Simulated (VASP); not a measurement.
Write the native input for VASP 6.6.1 that does the following.

* Task: single point
* Functional: PBEsol
* Potentials or basis: VASP PAW PBE potentials, release 64 (Al, Fe)
* Cutoff: 520 eV
* k mesh: 16 × 16 × 16
* Occupations: gaussian, width 0.15 eV
* Spin: collinear spin, ferromagnetic start
* Starting moments: [0.0, 0.84] μB
* Dipole correction: no
* Further INCAR settings: ALGO = Normal; EDIFF = 1e-06; NBANDS = 16

The structure of AlFe lies in POSCAR:

```
AlFe
1.0
    2.9100000000      0.0000000000      0.0000000000
    0.0000000000      2.9100000000      0.0000000000
    0.0000000000      0.0000000000      2.9100000000
Al Fe
1 1
Direct
    0.0000000000      0.0000000000      0.0000000000
    0.5000000000      0.5000000000      0.5000000000
```

One way to write it, as run:

INCAR

```
  PREC = Accurate
  ENCUT = 520
  EDIFF = 1E-6
  ISMEAR = 0
  SIGMA = 0.15
  LREAL = F
  LASPH = T
  NELM = 150
  ALGO = Normal
  ISIF = 2
  LWAVE = F
  LCHARG = T
  ISPIN = 2
  MAGMOM = 0 0.84
  LORBIT = 11
  LMAXMIX = 4
  GGA = PS
  LELF = T
  LVHAR = T
  NBANDS = 16
```

KPOINTS

```
Automatic mesh
0
Gamma
  16 16 16
```

Potentials or basis: VASP PAW PBE potentials, release 64 (Al, Fe).

Launch:

```console
$ cat potpaw_PBE.64/Al/POTCAR potpaw_PBE.64/Fe/POTCAR > POTCAR
$ mpirun -np 1 vasp_std > vasp.out
```

Results of the run:

The pressure is -10.8 GPa. The net moment is 0.72 μB per cell. The site moments are Al -0.02; Fe +0.76 μB and the valence electrons inside the program's atomic spheres are Al 0.81; Fe 7.36.

Caveat: the PAW data sets were made with another functional, which shifts forces and pressure a little.

Wall time 110 s on 1 thread of AMD EPYC 7R43 64-Core Processor (Zen 3), on a shared host, peak memory 0.19 GiB.
